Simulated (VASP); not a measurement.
Runs of VASP 6.6.1 on WS2. The cell holds a sheet with vacuum, 3 atoms: a = 3.158 Å, b = 3.158 Å, c = 19.130 Å, α = 90.00°, β = 90.00°, γ = 120.00°. 

```csv
task,level,potentials or basis,spin,k mesh,cutoff (eV),tolerance level,purpose,route,gap on the mesh (eV),moment (μB),largest force (eV/Å)
band structure,LDA,"VASP PAW LDA potentials, release 64 (S, W_sv)",off,7 × 7 × 1,300,tight,bands,KPOINTS_OPT,2.16,-,0.61
band structure,PBEsol,"VASP PAW PBE potentials, release 64 (S, W_sv)","non-collinear, zero start, SOC",10 × 10 × 1,520,screening,bands,KPOINTS_OPT,-,0.00,0.62
band structure,PBEsol,"VASP PAW PBE potentials, release 64 (S, W_sv)","non-collinear, zero start, SOC",7 × 7 × 1,300,screening,bands,KPOINTS_OPT,-,0.00,0.62
single point,AM05,"VASP PAW PBE potentials, release 64 (S, W_sv)",off,6 × 6 × 1,400,standard,a run that is hard to end,-,(a),-,0.62
band structure,LDA,"VASP PAW LDA potentials, release 64 (S, W_sv)",off,10 × 10 × 1,520,tight,bands,KPOINTS_OPT,2.17,-,0.61
```

Alike in all rows: cell as given; smearing gaussian 0.03 eV.

Q: Estimate the missing entries.

A: (a) 1.16.

Caveats: spin-orbit coupling is left out, which moves the levels of the heavy elements (at least some runs); the PAW data sets were made with another functional, which shifts forces and pressure a little (at least some runs).

A k mesh can miss the band edges, and rows without SOC leave out spin-orbit coupling on W.
